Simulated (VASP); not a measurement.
As: single point with PBE

Slab: As, a slab with vacuum.

```xyz
2
Lattice="3.3810 0.0000 0.0000 -1.6905 2.9280 0.0000 0.0000 0.0000 28.0000" Properties=species:S:1:pos:R:3 pbc="T T T"
As    0.0000    1.9520   15.0430
As    1.6905    0.9760   12.9570
```

```yaml
Program: VASP 6.6.1
Task: single point
Functional: PBE
Potentials_or_basis: VASP PAW PBE potentials, release 64 (As)
Cutoff: 520 eV
k_mesh: 9 × 9 × 1
Occupations: gaussian, width 0.02 eV
Spin: no spin polarisation
```

```
Largest force          : 1.826 eV/Å
Band gap on the k mesh : zero (band 5 reaches -1.06 eV, above the bottom of band 6 at -3.57 eV)
```

Forces on the atoms (eV/Å):
```
As   0.000  0.000 -1.826
As   0.000  0.000  1.826
```

Levels at points of the mesh, in eV from the Fermi level:
| k point | band 2 | band 3 | band 4 | band 5 | band 6 | band 7 | band 8 | band 9 |
| --- | --- | --- | --- | --- | --- | --- | --- | --- |
| (0.00, 0.00, 0.00) | -10.01 | -3.16 | 1.40 | 1.76 | 1.76 | 3.35 | 3.35 | 3.91 |

It took 76 s on 1 thread of Intel(R) Xeon(R) Platinum 8488C (Sapphire Rapids), on a shared host, peak memory 0.39 GiB.
